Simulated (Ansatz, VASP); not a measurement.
## One calculation of MgSc, two programs

INCAR

```
  ALGO = Normal
  EDIFF = 1E-6
  ENCUT = 520
  GGA = CA
  ISIF = 2
  ISMEAR = 0
  LASPH = T
  LCHARG = T
  LELF = T
  LREAL = F
  LVHAR = T
  LWAVE = F
  NBANDS = 14
  NELM = 80
  PREC = Accurate
  SIGMA = 0.05
```

Contents of KPOINTS:

```
k-points
0
Gamma
  8 8 8
```

Contents of POSCAR:

```
MgSc
1.0
    3.5964500000      0.0000000000      0.0000000000
    0.0000000000      3.5964500000      0.0000000000
    0.0000000000      0.0000000000      3.5964500000
Mg Sc
1 1
Direct
    0.0000000000      0.0000000000      0.0000000000
    0.5000000000      0.5000000000      0.5000000000
```

Input for Ansatz:

```yaml
crystal:
  lattice:
    bravais: cubic
    a: 3.59645
  space_group: 221
  atoms:
    - { symbol: Mg, position: [0.0, 0.0, 0.0] }
    - { symbol: Sc, position: [0.5, 0.5, 0.5] }
kpoints:
  mp_grid:
    grid: [8, 8, 8]
hamiltonian:
  xc: lda
  pseudopotentials:
    kind: paw
scf:
  occupations:
    method: gaussian
    width: 0.05
output:
  forces: true
  stress: true
  eigenvalues: true
```

Alike in both runs: task single point; functional LDA; k mesh 8 × 8 × 8; occupations gaussian, width 0.05 eV; no spin polarisation.

|  | VASP | Ansatz |
| --- | --- | --- |
| version | VASP 6.6.1 | Ansatz 0.2.0 |
| potentials or method | VASP PAW LDA potentials, release 64 (Mg, Sc_sv) | plane waves, PAW |
| plane-wave cutoff (eV) | 520 | 420 |
| valence electrons in the cell | 13 | 21 |

|  | VASP | Ansatz | Ansatz less VASP |
| --- | --- | --- | --- |
| gap on the k mesh at the Fermi level (eV) | none | none | - |
| pressure (GPa) | -3.6 | -3.5 | +0.14 |

LDA's correlation is that of Perdew and Zunger in VASP and of Perdew and Wang (1992) in Ansatz. A gap of «none» marks a metal or a gap that the smearing closes. VASP's potentials hold 13 valence electrons a cell and Ansatz's 21, so a difference there can come from the potentials and not from the codes.
